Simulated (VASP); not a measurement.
Here is a VASP 6.6.1 calculation.

The input INCAR:

```
  ALGO = Normal
  EDIFF = 1E-6
  ENCUT = 520
  GGA = PE
  ISIF = 2
  ISMEAR = 0
  LASPH = True
  LCHARG = False
  LREAL = False
  LWAVE = False
  NBANDS = 17
  NELM = 80
  PREC = Accurate
  SIGMA = 0.1
```

KPOINTS

```
k-points
0
Gamma
  6 6 6
```

The input POSCAR:

```
SnSe
1.0
    0.0000000000      3.1636418600      3.1636418600
    3.1636418600      0.0000000000      3.1636418600
    3.1636418600      3.1636418600      0.0000000000
Sn Se
1 1
Direct
    0.0000000000      0.0000000000      0.0000000000
    0.7500000000      0.7500000000      0.7500000000
```

Potentials or basis: VASP PAW PBE potentials, release 64 (Sn_d, Se).

Run with:

```bash
$ cat potpaw_PBE.64/Sn_d/POTCAR potpaw_PBE.64/Se/POTCAR > POTCAR
$ mpirun -np 1 vasp_std > vasp.out
```

(1) What does it give for the pressure?

(2) What does it give for the band gap on the k mesh?

Answers

(1) 8.9 GPa.

(2) zero (band 10 reaches 4.75 eV, above the bottom of band 11 at 4.27 eV).

Caveat: spin-orbit coupling is left out, which moves the levels of the heavy elements.
